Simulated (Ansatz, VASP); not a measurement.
## Pd: VASP beside Ansatz

```
CELL_PARAMETERS angstrom
0.00000 1.97371 1.97371
1.97371 0.00000 1.97371
1.97371 1.97371 0.00000
ATOMIC_POSITIONS crystal
Pd 0.00000 0.00000 0.00000
```

Alike in both runs: task single point; functional PBE; k mesh 22 × 22 × 22; occupations fermi-dirac, width 0.05 eV; collinear spin.

```csv
,VASP,Ansatz
version,VASP 6.6.1,Ansatz 0.2.0
potentials or method,"VASP PAW PBE potentials, release 64 (Pd), cutoff 520 eV","plane waves (420 eV) with PAW, scalar-relativistic"
valence electrons in the cell,10,18
```

Ansatz gave:

| Property | Result |
| --- | --- |
| pressure (GPa) | -0.3 |
| net moment per atom (μB) | 0.28 |
| size of the moment on the site where the two differ most (μB) | 0.29 |

Question: Estimate VASP's values.

Answer: Pressure (GPa): -0.6; net moment per atom (μB): 0.28; size of the moment on the site where the two differ most (μB): 0.28.

Site moments also hang on the region over which each program counts them. VASP's potentials hold 10 valence electrons a cell and Ansatz's 18, so a difference there can come from the potentials and not from the codes.
